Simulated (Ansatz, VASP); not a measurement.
One calculation of NaF, two programs

Contents of POSCAR:

```
NaF
1.0
    0.0000000000      2.2971680800      2.2971680800
    2.2282530376      0.0000000000      2.2971680800
    2.2282530376      2.2971680800      0.0000000000
Na F
1 1
Direct
    0.0000000000      0.0000000000      0.0000000000
    0.5000000000      0.5000000000      0.5000000000
```

File INCAR.step1:

```
SYSTEM = NaF
PREC = Accurate
ENCUT = 520
ISMEAR = 0
SIGMA = 0.01
LREAL = .FALSE.
LASPH = .TRUE.
NELM = 60
NBANDS = 14
GGA = PE
ALGO = Normal
EDIFF = 1E-4
LWAVE = .TRUE.
LCHARG = .FALSE.
```

File INCAR.step2:

```
SYSTEM = NaF
PREC = Accurate
ENCUT = 520
EDIFF = 1E-6
ISMEAR = 0
SIGMA = 0.01
LREAL = .FALSE.
LASPH = .TRUE.
NELM = 60
ALGO = Normal
ISIF = 2
LWAVE = .FALSE.
LCHARG = .FALSE.
METAGGA = R2SCAN
LMIXTAU = .TRUE.
NBANDS = 14
ISTART = 1
```

File KPOINTS:

```
regular mesh
0
G
  10 10 10
  0 0 0
```

Input for Ansatz:

```yaml
crystal:
  lattice:
    - [0.0, 2.29716808, 2.29716808]
    - [2.2282530376, 0.0, 2.29716808]
    - [2.2282530376, 2.29716808, 0.0]
  atoms:
    - { symbol: Na, position: [0.0, 0.0, 0.0] }
    - { symbol: F, position: [0.5, 0.5, 0.5] }
kpoints:
  mp_grid: { grid: [10, 10, 10] }
  band_path:
    path:
      - [0.0, 0.0, 0.0]
      - [0.5, 0.0, 0.5]
      - [0.625, 0.25, 0.625]
      - [0.375, 0.375, 0.75]
      - [0.5, 0.5, 0.5]
      - [0.5, 0.25, 0.75]
    npoints: 1
hamiltonian:
  xc: r2scan
scf:
  occupations: { method: fixed }
  n_extra_bands: 4
output:
  forces: true
  stress: true
  eigenvalues: true
```

Change from the starting cell: uniaxial_x strain -3.0%.

Alike in both runs: task single point; functional r2SCAN; k mesh 10 × 10 × 10; no spin polarisation.

|  | VASP | Ansatz |
| --- | --- | --- |
| version | VASP 6.6.1 | Ansatz 0.2.0 |
| potentials or method | VASP PAW PBE potentials, release 64 (Na_pv, F) | plane waves, PAW |
| plane-wave cutoff (eV) | 520 | 500 |
| occupations | gaussian, width 0.01 eV | fixed |
| valence electrons in the cell | 14 | 16 |

Ansatz gave:

```
gap on the k mesh at the Fermi level (eV)                     : 7.46
pressure (GPa)                                                : 1.9
traceless stress, the component that is largest in VASP (GPa) : 2.43
```

**Question.** What did VASP give for the same quantities?

**Answer.** gap on the k mesh at the Fermi level (eV): 7.49; pressure (GPa): 1.2; traceless stress, the component that is largest in VASP (GPa): 2.55.

VASP's potentials were made for PBE, not for r2SCAN. VASP's potentials hold 14 valence electrons a cell and Ansatz's 16, so a difference there can come from the potentials and not from the codes.
